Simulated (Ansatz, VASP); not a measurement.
## Rb: VASP beside Ansatz

Contents of POSCAR:

```
Rb
1.0
    4.4290276338      0.0000000000      0.0000000000
    0.0000000000      4.4290276338      0.0000000000
    0.0000000000      0.0000000000      4.4290276338
Rb
1
Direct
    0.0000000000      0.0000000000      0.0000000000
```

File INCAR.step1:

```
  PREC = Accurate
  ENCUT = 550
  ISMEAR = -1
  SIGMA = 0.1
  LREAL = F
  LASPH = T
  NELM = 120
  NBANDS = 10
  GGA = PE
  ALGO = Normal
  EDIFF = 1E-5
  LWAVE = T
  LCHARG = F
  GGA_COMPAT = F
```

File INCAR.step2:

```
  PREC = Accurate
  ENCUT = 550
  EDIFF = 1E-6
  ISMEAR = -1
  SIGMA = 0.1
  LREAL = F
  LASPH = T
  NELM = 120
  ALGO = Normal
  ISIF = 2
  LWAVE = F
  LCHARG = F
  METAGGA = R2SCAN
  LMIXTAU = T
  NBANDS = 10
  ISTART = 1
  GGA_COMPAT = F
```

File KPOINTS:

```
Automatic mesh
0
Gamma
  8 8 8
```

Input for Ansatz:

```yaml
crystal:
  lattice:
    - [4.4290276338, 0.0, 0.0]
    - [0.0, 4.4290276338, 0.0]
    - [0.0, 0.0, 4.4290276338]
  atoms:
    - { symbol: Rb, position: [0.0, 0.0, 0.0] }
hamiltonian:
  xc: r2scan
  pseudopotentials:
    kind: paw
    azcp:
      Rb: "pseudopotentials/Rb.paw.azcp"
basis:
  ecutwfc: 500
  fft_grid_basis: typed
kpoints:
  mp_grid: { grid: [8, 8, 8], shift: [0, 0, 0] }
magnetization:
  spin_polarized: false
scf:
  occupations: { method: fermi_dirac, width: 0.1 }
  lower_state_search: "off"
output:
  stress: true
```

Alike in both runs: task single point; functional r2SCAN; k mesh 8 × 8 × 8; occupations fermi-dirac, width 0.1 eV; no spin polarisation.

|  | VASP | Ansatz |
| --- | --- | --- |
| version | VASP 6.6.1 | Ansatz 0.2.0 |
| potentials or method | VASP PAW PBE potentials, release 64 (Rb_sv), cutoff 550 eV | plane waves (500 eV) with PAW, scalar-relativistic |
| valence electrons in the cell | 9 | 9 |

|  | VASP | Ansatz | Ansatz less VASP |
| --- | --- | --- | --- |
| pressure (GPa) | 0.3 | 0.3 | -0.01 |

VASP's potentials were made for PBE, not for r2SCAN. The functional is the same, so the differences come from potentials, cutoffs and numerics.
